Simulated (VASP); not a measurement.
The system is MoSe.

```
CELL_PARAMETERS angstrom
0.00000 2.57485 2.57485
2.57485 0.00000 2.57485
2.57485 2.57485 0.00000
ATOMIC_POSITIONS crystal
Mo 0.00000 0.00000 0.00000
Se 0.50000 0.50000 0.50000
```

Base run:

```yaml
Program: VASP 6.6.1
Functional: PBEsol
Potentials_or_basis: VASP PAW PBE potentials, release 64 (Mo_sv, Se)
Cutoff: 520 eV
k_mesh: 14 × 14 × 14
Occupations: gaussian, width 0.1 eV
Spin: no spin polarisation
```

Its results: band gap on the k mesh zero (band 10 reaches 10.33 eV, above the bottom of band 11 at 7.94 eV); pressure 0.4 GPa.

**Question.** The run is repeated on the same cell with these changes: functional from PBEsol to r2SCAN; further incar settings from ALGO = Normal; EDIFF = 1e-06; NBANDS = 17 to ALGO = Normal; EDIFF = 1e-07; NBANDS = 17. What comes out?

**Answer.** Band gap on the k mesh zero (band 10 reaches 10.49 eV, above the bottom of band 11 at 8.02 eV); pressure 5.3 GPa.

Caveats: the PAW data sets were made with another functional, which shifts forces and pressure a little.
